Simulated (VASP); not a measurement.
# Na (Im-3m) in VASP: a series of runs, part 2 of 2

VASP 6.6.1. Earlier steps stand in the parts before.

### 4 Electric field gradients, PBEsol (volume scaled by 1.02)

INCAR

```
SYSTEM = Na
PREC = Accurate
ENCUT = 520
EDIFF = 1E-8
ISMEAR = -1
SIGMA = 0.03
LREAL = .FALSE.
LASPH = .TRUE.
NELM = 100
ALGO = Normal
ISIF = 2
LWAVE = .FALSE.
LCHARG = .FALSE.
GGA = PS
LEFG = .TRUE.
NBANDS = 10
```

KPOINTS

```
regular mesh
0
G
  11 11 11
  0 0 0
```

POSCAR

```
Na
1.0
   -2.1315235875      2.1315235875      2.1315235875
    2.1315235875     -2.1315235875      2.1315235875
    2.1315235875      2.1315235875     -2.1315235875
Na
1
Direct
    0.0000000000      0.0000000000      0.0000000000
```

Potentials or basis: VASP PAW PBE potentials, release 64 (Na_pv).

Started as:

```
cat potpaw_PBE.64/Na_pv/POTCAR > POTCAR
mpirun -np 1 vasp_std > vasp.out
```

OUTCAR:

```text
SYSTEM = Na
   PREC = Accurate
   ENCUT = 520
   EDIFF = 1E-8
   ISMEAR = -1
   LREAL = .FALSE.
   LASPH = .TRUE.
   NELM = 100
   ISIF = 2
   GGA = PS

 ion  position               nearest neighbor table
   1  0.000  0.000  0.000-

  LATTYP: Found a body centered cubic cell.
 ALAT       =     4.2630471750

  Lattice vectors:

 A1 = (  -2.1315235875,   2.1315235875,   2.1315235875)
 A2 = (   2.1315235875,  -2.1315235875,   2.1315235875)
 A3 = (   2.1315235875,   2.1315235875,  -2.1315235875)

[... 515 lines left out ...]
    total drift:                               -0.000000     -0.000000     -0.000000

  FREE ENERGIE OF THE ION-ELECTRON SYSTEM (eV)
  ---------------------------------------------------
  free  energy   TOTEN  =        -1.3990326382 eV

  energy  without entropy=       -1.3978263936  energy(sigma->0) =       -1.39842952

 Electric field gradients (V/A^2)
---------------------------------------------------------------------
 ion       V_xx      V_yy      V_zz      V_xy      V_xz      V_yz
---------------------------------------------------------------------
   1      -0.000     0.000     0.000    -0.002    -0.002    -0.002
---------------------------------------------------------------------

 Electric field gradients after diagonalization (V/A^2)
 (convention: |V_zz| > |V_xx| > |V_yy|)
----------------------------------------------------------------------
 ion       V_xx      V_yy      V_zz     asymmetry (V_yy - V_xx)/ V_zz
----------------------------------------------------------------------
   1       0.002     0.002    -0.005       0.000
----------------------------------------------------------------------

           NMR quadrupolar parameters

 Cq : quadrupolar parameter    Cq=e*Q*V_zz/h
 eta: asymmetry parameters     (V_yy - V_xx)/ V_zz
 Q  : nuclear electric quadrupole moment in mb (millibarn)
----------------------------------------------------------------------
 ion       Cq(MHz)       eta       Q (mb)
----------------------------------------------------------------------
   1      -0.000       0.000       1.000
----------------------------------------------------------------------
```

OSZICAR:

```text
N       E                     dE             d eps       ncg     rms          rms(c)
DAV:   1     0.269595552210E+02    0.26960E+02   -0.37320E+03  1132   0.567E+02
DAV:   2    -0.763198069469E+00   -0.27723E+02   -0.27569E+02  1154   0.145E+02
DAV:   3    -0.139573017799E+01   -0.63253E+00   -0.63215E+00  1360   0.238E+01
DAV:   4    -0.140091405734E+01   -0.51839E-02   -0.51836E-02  1328   0.210E+00
DAV:   5    -0.140098668348E+01   -0.72626E-04   -0.72626E-04  1298   0.247E-01    0.232E-01
DAV:   6    -0.139946624849E+01    0.15204E-02   -0.27607E-03  1328   0.762E-01    0.142E-01
DAV:   7    -0.139908546006E+01    0.38079E-03   -0.24975E-03  1254   0.648E-01    0.457E-02
DAV:   8    -0.139903222712E+01    0.53233E-04   -0.20065E-04  1294   0.245E-01    0.213E-03
DAV:   9    -0.139903252777E+01   -0.30065E-06   -0.81820E-07  1324   0.994E-03    0.118E-03
DAV:  10    -0.139903263662E+01   -0.10886E-06   -0.37690E-08  1292   0.127E-03    0.115E-04
DAV:  11    -0.139903263824E+01   -0.16145E-08   -0.69836E-10   742   0.309E-04
   1 F= -.13990326E+01 E0= -.13984295E+01  d E =-.120624E-02
```

Run time: 12 s. Hardware: 1 thread of Intel Xeon 6975P-C, shared host; peak memory 0.15 GiB.

Results:

* Free energy: -1.3990 eV
* Pressure: -0.5 GPa

Levels at points of the mesh, in eV from the Fermi level:
```tsv
k point	band 1	band 2	band 3	band 4	band 5	band 6	band 7
(0.00, 0.00, 0.00)	-24.83	-24.83	-24.83	-3.19	11.44	11.44	11.44
```

Caveat: without QUAD_EFG the Cq values of the log hold for a quadrupole moment of 1 mb, not for the nuclei; the PAW data sets were made with another functional, which shifts forces and pressure a little.

### 5 Electric field gradients, PBEsol (volume scaled by 1.02)

INCAR

```
  PREC = Accurate
  ENCUT = 520
  EDIFF = 1E-8
  ISMEAR = -1
  SIGMA = 0.03
  LREAL = F
  LASPH = T
  NELM = 80
  ALGO = Normal
  ISIF = 2
  LWAVE = F
  LCHARG = F
  GGA = PS
  LEFG = T
  NBANDS = 10
```

KPOINTS

```
Automatic mesh
0
Gamma
  11 11 11
```

POSCAR is that of step 4.

Potentials or basis: VASP PAW PBE potentials, release 64 (Na_pv).

Started as:

```
cat potpaw_PBE.64/Na_pv/POTCAR > POTCAR
mpirun -np 1 vasp_std > vasp.out
```

OUTCAR:

```text
PREC = Accurate
   ENCUT = 520
   EDIFF = 1E-8
   ISMEAR = -1
   LREAL = F
   LASPH = T
   NELM = 80
   ISIF = 2
   GGA = PS

 ion  position               nearest neighbor table
   1  0.000  0.000  0.000-

  LATTYP: Found a body centered cubic cell.
 ALAT       =     4.2630471750

  Lattice vectors:

 A1 = (  -2.1315235875,   2.1315235875,   2.1315235875)
 A2 = (   2.1315235875,  -2.1315235875,   2.1315235875)
[... 517 lines left out ...]
    total drift:                               -0.000000     -0.000000     -0.000000

  FREE ENERGIE OF THE ION-ELECTRON SYSTEM (eV)
  ---------------------------------------------------
  free  energy   TOTEN  =        -1.3990326382 eV

  energy  without entropy=       -1.3978263936  energy(sigma->0) =       -1.39842952

 Electric field gradients (V/A^2)
---------------------------------------------------------------------
 ion       V_xx      V_yy      V_zz      V_xy      V_xz      V_yz
---------------------------------------------------------------------
   1      -0.000     0.000     0.000    -0.002    -0.002    -0.002
---------------------------------------------------------------------

 Electric field gradients after diagonalization (V/A^2)
 (convention: |V_zz| > |V_xx| > |V_yy|)
----------------------------------------------------------------------
 ion       V_xx      V_yy      V_zz     asymmetry (V_yy - V_xx)/ V_zz
----------------------------------------------------------------------
   1       0.002     0.002    -0.005       0.000
----------------------------------------------------------------------

           NMR quadrupolar parameters

 Cq : quadrupolar parameter    Cq=e*Q*V_zz/h
 eta: asymmetry parameters     (V_yy - V_xx)/ V_zz
 Q  : nuclear electric quadrupole moment in mb (millibarn)
----------------------------------------------------------------------
 ion       Cq(MHz)       eta       Q (mb)
----------------------------------------------------------------------
   1      -0.000       0.000       1.000
----------------------------------------------------------------------
```

OSZICAR:

```text
N       E                     dE             d eps       ncg     rms          rms(c)
DAV:   1     0.269595552210E+02    0.26960E+02   -0.37320E+03  1132   0.567E+02
DAV:   2    -0.763198069469E+00   -0.27723E+02   -0.27569E+02  1154   0.145E+02
DAV:   3    -0.139573017799E+01   -0.63253E+00   -0.63215E+00  1360   0.238E+01
DAV:   4    -0.140091405734E+01   -0.51839E-02   -0.51836E-02  1328   0.210E+00
DAV:   5    -0.140098668348E+01   -0.72626E-04   -0.72626E-04  1298   0.247E-01    0.232E-01
DAV:   6    -0.139946624849E+01    0.15204E-02   -0.27607E-03  1328   0.762E-01    0.142E-01
DAV:   7    -0.139908546006E+01    0.38079E-03   -0.24975E-03  1254   0.648E-01    0.457E-02
DAV:   8    -0.139903222712E+01    0.53233E-04   -0.20065E-04  1294   0.245E-01    0.213E-03
DAV:   9    -0.139903252777E+01   -0.30065E-06   -0.81820E-07  1324   0.994E-03    0.118E-03
DAV:  10    -0.139903263662E+01   -0.10886E-06   -0.37690E-08  1292   0.127E-03    0.115E-04
DAV:  11    -0.139903263824E+01   -0.16145E-08   -0.69836E-10   742   0.309E-04
   1 F= -.13990326E+01 E0= -.13984295E+01  d E =-.120624E-02
```

Run time: 13 s. Hardware: 1 thread of Intel Xeon 6975P-C, shared host; peak memory 0.15 GiB.

What came out:

| Property | Result |
| --- | --- |
| Free energy | -1.3990 eV |
| Pressure | -0.5 GPa |

Levels at points of the mesh, in eV from the Fermi level:
```
           k point  band 1  band 2  band 3  band 4  band 5  band 6  band 7
(0.00, 0.00, 0.00)  -24.83  -24.83  -24.83   -3.19   11.44   11.44   11.44
```

Caveat: without QUAD_EFG the Cq values of the log hold for a quadrupole moment of 1 mb, not for the nuclei; the PAW data sets were made with another functional, which shifts forces and pressure a little.
